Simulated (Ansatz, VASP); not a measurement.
## GeOs2 in VASP and in Ansatz

```xyz
3
Lattice="0.0000 2.8958 2.8958 2.8958 0.0000 2.8958 2.8958 2.8958 0.0000" Properties=species:S:1:pos:R:3 pbc="T T T"
Ge    0.0000    0.0000    0.0000
Os    1.4479    1.4479    1.4479
Os    4.3437    4.3437    4.3437
```

Alike in both runs: functional PBE; k mesh 6 × 6 × 6; occupations gaussian, width 0.1 eV; no spin polarisation.

Ansatz relaxed the structure, and its values are those at the end. VASP's run is a single point on that final structure, the one shown.

|  | VASP | Ansatz |
| --- | --- | --- |
| version | VASP 6.6.1 | Ansatz 0.2.0 |
| potentials or method | VASP PAW PBE potentials, release 64 (Ge_d, Os), cutoff 520 eV | scalar-relativistic, plane waves, PAW |
| valence electrons in the cell | 30 | 46 |

VASP gave:

| Item | Value |
| --- | --- |
| gap on the k mesh at the Fermi level (eV) | none |
| pressure (GPa) | 0.5 |

Q: Which values does Ansatz return?

A: gap on the k mesh at the Fermi level (eV): none; pressure (GPa): 0.0.

A gap of «none» marks a metal or a gap that the smearing closes. VASP's potentials hold 30 valence electrons a cell and Ansatz's 46, so a difference there can come from the potentials and not from the codes.

Spin-orbit coupling is off throughout.
